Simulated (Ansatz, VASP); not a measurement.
One calculation of HfN, two programs

INCAR

```
PREC     = Accurate       # precision mode
ENCUT    = 520            # plane-wave cutoff, eV
EDIFF    = 1E-7           # SCF threshold, eV
ISMEAR   = -1             # smearing method
SIGMA    = 0.08           # smearing width, eV
LREAL    = False          # projectors in reciprocal space
LASPH    = True           # aspherical terms in the spheres
NELM     = 100            # most SCF steps
ALGO     = Normal         # electronic algorithm
ISIF     = 2              # what is computed and relaxed
LWAVE    = False          # write WAVECAR
LCHARG   = False          # write CHGCAR
GGA      = PE             # functional
NBANDS   = 14             # bands
```

The input KPOINTS:

```
regular mesh
0
Gamma
  14 14 14
```

The input POSCAR:

```
HfN
1.0
    0.0000000000      2.1291313022      2.1291313022
    2.1291313022      0.0000000000      2.1291313022
    2.1291313022      2.1291313022      0.0000000000
Hf N
1 1
Direct
    0.0000000000      0.0000000000      0.0000000000
    0.2500000000      0.2500000000      0.2500000000
```

Input for Ansatz:

```yaml
crystal:
  lattice:
    - [0.0, 2.1291313022, 2.1291313022]
    - [2.1291313022, 0.0, 2.1291313022]
    - [2.1291313022, 2.1291313022, 0.0]
  atoms:
    - { symbol: Hf, position: [0.0, 0.0, 0.0] }
    - { symbol: "N", position: [0.25, 0.25, 0.25] }
kpoints:
  mp_grid: { grid: [14, 14, 14] }
scf:
  occupations: { method: fermi_dirac, width: 0.08 }
hamiltonian:
  xc: pbe
  pseudopotentials: { kind: paw }
output:
  forces: true
  stress: true
  eigenvalues: true
  populations: true
```

Change from the starting cell: volume scaled by 0.65, PAW files.

Alike in both runs: task single point; functional PBE; k mesh 14 × 14 × 14; occupations fermi-dirac, width 0.08 eV; no spin polarisation.

|  | VASP | Ansatz |
| --- | --- | --- |
| version | VASP 6.6.1 | Ansatz 0.2.0 |
| potentials or method | VASP PAW PBE potentials, release 64 (Hf_pv, N) | PAW with Ansatz's default frozen-core files, scalar-relativistic |
| plane-wave cutoff (eV) | 520 | 420 |
| valence electrons in the cell | 15 | 31 |

|  | VASP | Ansatz | Ansatz less VASP |
| --- | --- | --- | --- |
| pressure (GPa) | 195.0 | 191.9 | -3.08 |

Both programs put the cell under a high pressure, so it lies far from rest at this level. The functional is the same, so the differences come from potentials, cutoffs and numerics. VASP's potentials hold 15 valence electrons a cell and Ansatz's 31, so a difference there can come from the potentials and not from the codes.

Spin-orbit coupling is off throughout. Noted on VASP's run: the cell as given lies far from equilibrium.
